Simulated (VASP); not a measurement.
# ZnS (Cm) in VASP: further runs, part 2 of 2

VASP 6.6.1. Earlier steps stand in the parts before.

## Step 4: Single point, PBE (atom 2 (S) moved by (-0.300, +0.000) A along [1 1 0] and z)

Contents of INCAR:

```
PREC     = Accurate       # precision mode
ENCUT    = 520            # plane-wave cutoff, eV
EDIFF    = 1E-7           # SCF threshold, eV
ISMEAR   = 0              # smearing method
SIGMA    = 0.05           # smearing width, eV
LREAL    = F              # projectors in reciprocal space
LASPH    = T              # aspherical terms in the spheres
NELM     = 80             # most SCF steps
ALGO     = Normal         # electronic algorithm
ISIF     = 2              # what is computed and relaxed
LWAVE    = F              # write WAVECAR
LCHARG   = F              # write CHGCAR
GGA      = PE             # functional
NBANDS   = 16             # bands
```

Contents of KPOINTS:

```
Automatic mesh
0
Gamma
  8 8 8
```

Contents of POSCAR:

```
ZnS
1.0
    0.0000000000      2.7215639846      2.7215639846
    2.7215639846      0.0000000000      2.7215639846
    2.7215639846      2.7215639846      0.0000000000
Zn S
1 1
Direct
    0.0000000000      0.0000000000      0.0000000000
    0.7500000000      0.7500000000      0.6720550994
```

Potentials or basis: VASP PAW PBE potentials, release 64 (Zn, S).

On the command line:

```
cat potpaw_PBE.64/Zn/POTCAR potpaw_PBE.64/S/POTCAR > POTCAR
mpirun -np 1 vasp_std > vasp.out
```

OUTCAR:

```text
PREC = Accurate
   ENCUT = 520
   EDIFF = 1E-7
   ISMEAR = 0
   LREAL = F
   LASPH = T
   NELM = 80
   ISIF = 2
   GGA = PE

 ion  position               nearest neighbor table
   1  0.000  0.000  0.000-   2 2.12   2 2.38   2 2.38   2 2.61
   2  0.750  0.750  0.672-   1 2.12   1 2.38   1 2.38   1 2.61

  LATTYP: Found a face centered cubic cell.
 ALAT       =     5.4431279692

  Lattice vectors:

 A1 = (   0.0000000000,   2.7215639846,   2.7215639846)
 A2 = (   2.7215639846,   0.0000000000,   2.7215639846)
 A3 = (   2.7215639846,   2.7215639846,   0.0000000000)
[... 624 lines left out ...]
      3      -4.3620      2.00000
      4      -4.2579      2.00000
      5      -4.0103      2.00000
      6      -3.9595      2.00000
[... 8 lines left out ...]
     15      14.8127      0.00000
     16      14.9035      0.00000

 [... further k-points ...]
[... 5 lines left out ...]
  --------------------------------------------------------------------------------------
  -------------------------------------------------------------------------------------
  Total        0.6299421      0.6299421      1.0776346      0.8648730     -1.2766061     -1.2766064
  in kB       25.0337299     25.0337299     42.8249097     34.3698211    -50.7319850    -50.7319974
  external PRESSURE =      30.9641232 kB  Pullay stress =       0.0000000 kB

 VOLUME and BASIS-vectors are now :
 -----------------------------------------------------------------------------
  energy-cutoff  :      520.00
  volume of cell :       40.32
      direct lattice vectors                 reciprocal lattice vectors
     0.000000000  2.721563985  2.721563985    -0.183717893  0.183717893  0.183717893
     2.721563985  0.000000000  2.721563985     0.183717893 -0.183717893  0.183717893
     2.721563985  2.721563985  0.000000000     0.183717893  0.183717893 -0.183717893

 POSITION                                       TOTAL-FORCE (eV/Angst)
 -----------------------------------------------------------------------------------
      0.00000      0.00000      0.00000        -1.317255     -1.317255      1.019002
      3.87021      3.87021      4.08235         1.317255      1.317255     -1.019002
 -----------------------------------------------------------------------------------
    total drift:                                0.000084      0.000084     -0.000052

  FREE ENERGIE OF THE ION-ELECTRON SYSTEM (eV)
  ---------------------------------------------------
  free  energy   TOTEN  =        -6.5911576941 eV

  energy  without entropy=       -6.5911576941  energy(sigma->0) =       -6.59115769
```

OSZICAR:

```text
N       E                     dE             d eps       ncg     rms          rms(c)
DAV:   1     0.901258353518E+02    0.90126E+02   -0.89889E+03  4808   0.134E+03
DAV:   2    -0.102120226092E+01   -0.91147E+02   -0.84898E+02  5472   0.260E+02
DAV:   3    -0.700979681625E+01   -0.59886E+01   -0.59620E+01  6048   0.648E+01
DAV:   4    -0.707375686414E+01   -0.63960E-01   -0.63945E-01  5840   0.697E+00
DAV:   5    -0.707452223063E+01   -0.76537E-03   -0.76534E-03  6184   0.725E-01    0.722E+00
DAV:   6    -0.661471310683E+01    0.45981E+00   -0.83781E-01  7328   0.319E+01    0.558E+00
DAV:   7    -0.659193631305E+01    0.22777E-01   -0.28662E-01  6048   0.485E+00    0.284E+00
DAV:   8    -0.659076787685E+01    0.11684E-02   -0.61496E-03  6144   0.100E+00    0.789E-01
DAV:   9    -0.659098690799E+01   -0.21903E-03   -0.15959E-03  6056   0.328E-01    0.113E-01
DAV:  10    -0.659114751573E+01   -0.16061E-03   -0.16491E-04  6128   0.101E-01    0.391E-02
DAV:  11    -0.659115654435E+01   -0.90286E-05   -0.17468E-05  6024   0.356E-02    0.742E-03
DAV:  12    -0.659115750719E+01   -0.96284E-06   -0.26278E-06  6192   0.111E-02    0.254E-03
DAV:  13    -0.659115771232E+01   -0.20513E-06   -0.41564E-07  5952   0.466E-03    0.195E-03
DAV:  14    -0.659115769410E+01    0.18218E-07   -0.27525E-08  5184   0.211E-03
   1 F= -.65911577E+01 E0= -.65911577E+01  d E =-.354688E-16
```

Wall time 2.9 min (1 thread of Intel Xeon 8259CL, shared host); peak memory 0.24 GiB.

What came out:

| Quantity | Value |
| --- | --- |
| Free energy | -6.5912 eV |
| Pressure | 3.1 GPa |
| Largest force | 2.123 eV/Å |
| Band gap on the k mesh | 1.95 eV |

Forces on the atoms (eV/Å):
```
Zn  -1.317 -1.317  1.019
S    1.317  1.317 -1.019
```

Levels at points of the mesh, in eV from the valence-band top:
```tsv
k point	band 7	band 8	band 9	band 10	band 11	band 12
(0.00, 0.00, 0.00)	-0.50	-0.03	0.00	1.95	6.18	6.44
(0.50, 0.00, 0.00)	-5.15	-1.38	-0.48	3.16	6.06	7.73
(0.00, 0.00, 0.50)	-5.59	-1.33	-0.77	3.56	6.65	7.64
(0.50, 0.50, 0.50)	-4.67	-1.16	-0.55	2.81	6.03	7.06
(0.50, 0.50, 0.00)	-4.65	-2.32	-1.96	3.19	3.89	10.62
(0.00, 0.50, 0.50)	-4.55	-2.30	-2.10	3.04	4.13	10.56
```

Caveat: the cell differs from its parent crystal (atom 2 (S) moved by (-0.300, +0.000) A along [1 1 0] and z); the cell stands under pressure; forces of over 1 eV/Å act on the atoms, so gaps and moduli don't describe the material at rest.

## Step 5: Single point, PBE (atom 2 (S) moved by (-0.300, +0.600) A along [1 1 0] and z)

Contents of INCAR:

```
SYSTEM = ZnS
  PREC = Accurate
  ENCUT = 520
  EDIFF = 1E-7
  ISMEAR = 0
  SIGMA = 0.05
  LREAL = .False.
  LASPH = .True.
  NELM = 80
  ALGO = Normal
  ISIF = 2
  LWAVE = .False.
  LCHARG = .True.
  GGA = PE
  LELF = .True.
  LVHAR = .True.
  NBANDS = 16
```

Contents of KPOINTS:

```
regular mesh
0
Gamma
  8 8 8
  0 0 0
```

Changes to POSCAR since step 4:

```diff
@@ -9,2 +9,2 @@
     0.0000000000      0.0000000000      0.0000000000
-    0.7500000000      0.7500000000      0.6720550994
+    0.8602307356      0.8602307356      0.5618243638
```

On the command line:

```
cat potpaw_PBE.64/Zn/POTCAR potpaw_PBE.64/S/POTCAR > POTCAR
mpirun -np 1 vasp_std > vasp.out
```

Wall time 2.6 min (1 thread of Intel Xeon 8259CL, shared host); peak memory 0.24 GiB.

It converged, with:

- Free energy: -4.6082 eV
- Pressure: 22.7 GPa
- Largest force: 11.341 eV/Å
- Band gap on the k mesh: 1.92 eV

Forces on the atoms (eV/Å):
```
Zn  -7.096 -7.096  5.283
S    7.096  7.096 -5.283
```

Stress tensor (GPa, compression positive):
```
 28.34  29.14 -20.05
 29.14  28.34 -20.05
-20.05 -20.05  11.41
```

Levels at points of the mesh, in eV from the valence-band top:
| k point | band 5 | band 6 | band 7 | band 8 | band 9 | band 10 | band 11 | band 12 | band 13 | band 14 |
| --- | --- | --- | --- | --- | --- | --- | --- | --- | --- | --- |
| (0.00, 0.00, 0.00) | -6.86 | -6.82 | -1.43 | -0.24 | 0.00 | 1.92 | 5.95 | 6.73 | 7.75 | 10.52 |
| (0.50, 0.00, 0.00) | -6.76 | -6.64 | -4.55 | -1.93 | -0.33 | 2.61 | 5.28 | 7.88 | 8.19 | 10.93 |
| (0.00, 0.00, 0.50) | -6.85 | -6.84 | -5.77 | -1.57 | -0.80 | 3.91 | 6.43 | 8.00 | 8.78 | 11.31 |
| (0.50, 0.50, 0.50) | -6.78 | -6.77 | -5.24 | -1.33 | -0.24 | 2.88 | 5.32 | 8.29 | 8.44 | 11.13 |
| (0.50, 0.50, 0.00) | -6.75 | -6.73 | -4.36 | -2.62 | -2.17 | 2.03 | 4.70 | 9.85 | 10.97 | 12.92 |
| (0.00, 0.50, 0.50) | -6.83 | -6.75 | -4.80 | -2.20 | -1.62 | 2.41 | 3.82 | 9.91 | 11.78 | 12.98 |

Caveat: the cell differs from its parent crystal (atom 2 (S) moved by (-0.300, +0.600) A along [1 1 0] and z); the cell stands under pressure; forces of over 1 eV/Å act on the atoms, so gaps and moduli don't describe the material at rest.

## Step 6: The runs side by side

| cell | gap on the mesh (eV) | pressure (GPa) | largest force (eV/Å) |
| --- | --- | --- | --- |
| as given, atomic positions A | 1.84 | 13.2 | 6.99 |
| as given, atomic positions B | 2.01 | 8.7 | 2.27 |
| as given, atomic positions C | 1.95 | 3.1 | 2.12 |
| as given, atomic positions D | 1.92 | 22.7 | 11.34 |

Alike in all rows: task single point; level PBE; potentials or basis VASP PAW PBE potentials, release 64 (Zn, S); no spin polarisation; k mesh 8 × 8 × 8; cutoff (eV) 520; smearing gaussian 0.05 eV.

Caveats: the cell stands under pressure; forces of over 1 eV/Å act on the atoms, so gaps and moduli don't describe the material at rest.

Total energies depend on the potentials used, so only differences within one code and one set of settings carry meaning.
